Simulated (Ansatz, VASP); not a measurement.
**GaSe3 in VASP and in Ansatz**

```xyz
4
Lattice="0.0000 3.4454 3.4454 3.4454 0.0000 3.4454 3.4454 3.4454 0.0000" Properties=species:S:1:pos:R:3 pbc="T T T"
Ga    0.0000    0.0000    0.0000
Se    3.4454    3.4454    3.4454
Se    1.7227    1.7227    1.7227
Se    5.1681    5.1681    5.1681
```

Alike in both runs: functional PBE; k mesh 4 × 4 × 4; occupations gaussian, width 0.1 eV; no spin polarisation.

Ansatz relaxed the structure, and its values are those at the end. VASP's run is a single point on that final structure, the one shown.

|  | VASP | Ansatz |
| --- | --- | --- |
| version | VASP 6.6.1 | Ansatz 0.2.0 |
| potentials or method | VASP PAW PBE potentials, release 64 (Ga_d, Se), cutoff 520 eV | scalar-relativistic, plane waves, PAW |
| valence electrons in the cell | 31 | 61 |

|  | VASP | Ansatz | Ansatz less VASP |
| --- | --- | --- | --- |
| gap on the k mesh at the Fermi level (eV) | none | none | - |
| pressure (GPa) | -0.1 | -0.1 | -0.06 |

A gap of «none» marks a metal or a gap that the smearing closes. VASP's potentials hold 31 valence electrons a cell and Ansatz's 61, so a difference there can come from the potentials and not from the codes.

The k mesh is coarse, so the values compare programs but aren't converged.
